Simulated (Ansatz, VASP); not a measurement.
**TiAl3Ni2 in VASP and in Ansatz**

```
CELL_PARAMETERS angstrom
2.88716 0.00645 0.02555
0.01291 5.73562 -0.03225
0.08634 -0.05448 9.56210
ATOMIC_POSITIONS crystal
Ti 0.49933 0.23487 0.50082
Ti 0.48223 0.75553 0.51199
Al 0.03315 0.51786 0.99469
Al 0.04463 0.01027 0.99589
Al 0.97340 0.51010 0.30412
Al 0.01373 0.99519 0.28235
Al 0.97459 0.99456 0.70948
Al 0.01465 0.46410 0.68842
Ni 0.47313 0.24723 0.16003
Ni 0.47453 0.75965 0.15143
Ni 0.46385 0.27830 0.85674
Ni 0.55278 0.73234 0.84403
```

Change from the starting cell: cell x2, atoms moved at random (sigma 0.1 Å) and cell strained at random (1.5 %), then relaxed without symmetry.

Alike in both runs: task relaxation of cell and atoms; functional PBE; k mesh 8 × 4 × 2; occupations gaussian, width 0.2 eV; no spin polarisation.

```csv
,VASP,Ansatz
version,VASP 6.6.1,Ansatz 0.2.0
potentials or method,"VASP PAW PBE potentials, release 64 (Ti_sv, Al, Ni), cutoff 600 eV","scalar-relativistic, plane waves, PAW"
valence electrons in the cell,82,114
```

|  | VASP | Ansatz | Ansatz less VASP |
| --- | --- | --- | --- |
| gap on the k mesh at the Fermi level, each at its own relaxed structure (eV) | none | none | - |
| relaxed volume (Å³/atom) | 13.47 | 13.45 | -0.017 |
| relaxed cell length with the largest relative difference (Å) | 2.899 | 2.895 | -0.0044 |

A gap of «none» marks a metal or a gap that the smearing closes. VASP's potentials hold 82 valence electrons a cell and Ansatz's 114, so a difference there can come from the potentials and not from the codes.
